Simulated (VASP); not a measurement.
A run of VASP 6.6.1 is set up as follows.

Contents of INCAR:

```
PREC = Accurate ; ENCUT = 520
EDIFF = 1E-8 ; ISMEAR = -1
SIGMA = 0.01 ; LREAL = F
LASPH = T ; NELM = 60
ALGO = Normal ; ISIF = 2
LWAVE = F ; LCHARG = F
GGA = PE ; LEFG = T
NBANDS = 17
```

KPOINTS

```
regular mesh
0
Gamma
  8 8 8
```

File POSCAR:

```
PbS
1.0
    0.0000000000      2.9946500000      2.9650000000
    2.9946500000      0.0000000000      2.9650000000
    2.9946500000      2.9946500000      0.0000000000
Pb S
1 1
Direct
    0.0000000000      0.0000000000      0.0000000000
    0.5000000000      0.5000000000      0.5000000000
```

Potentials or basis: VASP PAW PBE potentials, release 64 (Pb_d, S).

The run is started by

```sh
$ cat potpaw_PBE.64/Pb_d/POTCAR potpaw_PBE.64/S/POTCAR > POTCAR
$ mpirun -np 1 vasp_std > vasp.out
```

Question: Predict the pressure.

Answer: 1.0 GPa.

Question: What does it give for the band gap on the k mesh?

Answer: 0.43 eV, direct.

Electric field gradients, principal values (V/Å²):
| atom | least | middle | greatest (by size) |
| --- | --- | --- | --- |
| 1 Pb | 14.461 | 14.462 | -28.923 |
| 2 S | 0.555 | 0.556 | -1.111 |

Caveat: the cell differs from its parent crystal (equal xx and yy strain of +1 %); without QUAD_EFG the Cq values of the log hold for a quadrupole moment of 1 mb, not for the nuclei; spin-orbit coupling is left out, which moves the levels of the heavy elements. A k mesh can miss the band edges.
